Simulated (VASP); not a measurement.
Wanted: the native input for a VASP 6.6.1 run.

```yaml
Task: band structure
Functional: LDA
Potentials_or_basis: VASP PAW LDA potentials, release 64 (Te, Bi_d)
Cutoff: 280 eV
k_mesh: 5 × 5 × 1
Occupations: gaussian, width 0.03 eV
Spin: non-collinear spin, zero start, spin-orbit coupling
Starting_moments: "[[0.0, 0.0, 0.0], [0.0, 0.0, 0.0], [0.0, 0.0, 0.0], [0.0, 0.0, 0.0], [0.0, 0.0, 0.0]] μB"
Tolerance_level: standard
Dipole_correction: yes
Purpose: bands
Route: fixed density (ICHARG 11)
Further_INCAR_settings: ALGO = Normal; EDIFF = 1e-06; NBANDS = 78; NELMDL = -8
```

Bi2Te3, a sheet with vacuum:

```xyz
5
Lattice="4.3860 0.0000 0.0000 2.1930 3.7984 0.0000 0.0000 0.0000 23.5531" Properties=species:S:1:pos:R:3 pbc="T T T"
Te    0.0000    0.0000   11.7765
Te    2.1930    1.2661   15.5531
Te    4.3860    2.5323    8.0000
Bi    2.1930    1.2661    9.7434
Bi    4.3860    2.5323   13.8097
```

These files were run (other wordings do the same):

POSCAR

```
Bi2Te3
1.0
    4.3860000000      0.0000000000      0.0000000000
    2.1930000000      3.7983874210      0.0000000000
    0.0000000000      0.0000000000     23.5530903334
Te Bi
3 2
Direct
    0.0000000000      0.0000000000      0.5000000000
    0.3333333333      0.3333333333      0.6603418113
    0.6666666667      0.6666666667      0.3396581887
    0.3333333333      0.3333333333      0.4136787018
    0.6666666667      0.6666666667      0.5863212982
```

INCAR.step1

```
SYSTEM = Bi2Te3
  GGA = CA
  LSORBIT = .True.
  MAGMOM = 0 0 0 0 0 0 0 0 0 0 0 0 0 0 0
  LORBIT = 11
  LDIPOL = .True.
  IDIPOL = 3
  DIPOL = 0.5 0.5 0.500
  ISMEAR = 0
  SIGMA = 0.03
  LWAVE = .False.
  LCHARG = .True.
  NBANDS = 78
  PREC = Accurate
  LASPH = .True.
  LREAL = .False.
  ALGO = Normal
  EDIFF = 1E-6
  NELM = 200
  GGA_COMPAT = .False.
  ENCUT = 280
  EFERMI = MIDGAP
  NELMDL = -8
  KPAR = 4
```

KPOINTS.step1

```
Automatic mesh
0
Gamma
  5 5 1
  0 0 0
```

INCAR.step2

```
SYSTEM = Bi2Te3
  GGA = CA
  LSORBIT = .True.
  MAGMOM = 0 0 0 0 0 0 0 0 0 0 0 0 0 0 0
  LORBIT = 11
  LDIPOL = .True.
  IDIPOL = 3
  DIPOL = 0.5 0.5 0.500
  ISMEAR = 0
  SIGMA = 0.03
  LWAVE = .False.
  LCHARG = .False.
  NBANDS = 78
  PREC = Accurate
  LASPH = .True.
  LREAL = .False.
  ALGO = Normal
  EDIFF = 1E-6
  NELM = 200
  GGA_COMPAT = .False.
  ENCUT = 280
  EFERMI = MIDGAP
  NELMDL = -8
  ICHARG = 11
  KPAR = 4
```

KPOINTS.step2

```
path GMKGALHA,LM,KH
12
line-mode
reciprocal
 0.0000000000  0.0000000000  0.0000000000  G
 0.5000000000  0.0000000000  0.0000000000  M

 0.5000000000  0.0000000000  0.0000000000  M
 0.3333333333 -0.3333333333  0.0000000000  K

 0.3333333333 -0.3333333333  0.0000000000  K
 0.0000000000  0.0000000000  0.0000000000  G

 0.0000000000  0.0000000000  0.0000000000  G
 0.0000000000  0.0000000000 -0.5000000000  A

 0.0000000000  0.0000000000 -0.5000000000  A
 0.5000000000  0.0000000000 -0.5000000000  L

 0.5000000000  0.0000000000 -0.5000000000  L
 0.3333333333 -0.3333333333 -0.5000000000  H

 0.3333333333 -0.3333333333 -0.5000000000  H
 0.0000000000  0.0000000000 -0.5000000000  A

 0.5000000000  0.0000000000 -0.5000000000  L
 0.5000000000  0.0000000000  0.0000000000  M

 0.3333333333 -0.3333333333  0.0000000000  K
 0.3333333333 -0.3333333333 -0.5000000000  H
```

Potentials or basis: VASP PAW LDA potentials, release 64 (Te, Bi_d).

The run is started by

```bash
$ cat potpaw_LDA.64/Te/POTCAR potpaw_LDA.64/Bi_d/POTCAR > POTCAR
$ cp INCAR.step1 INCAR
$ cp KPOINTS.step1 KPOINTS
$ mpirun -np 4 vasp_ncl > vasp.out
$ cp INCAR.step2 INCAR
$ cp KPOINTS.step2 KPOINTS
$ mpirun -np 4 vasp_ncl > vasp.out
```

It gave:

```json
{
 "Net moment": "0.00 μB per cell"
}
```

Caveat: the log is that of the step along the path at fixed density, whose energy, stress, charges and moments have no meaning.

Wall time 18 min on 4 MPI ranks on AMD EPYC 7R43 64-Core Processor (Zen 3), with other jobs on the host, peak memory 1.5 GiB a rank.
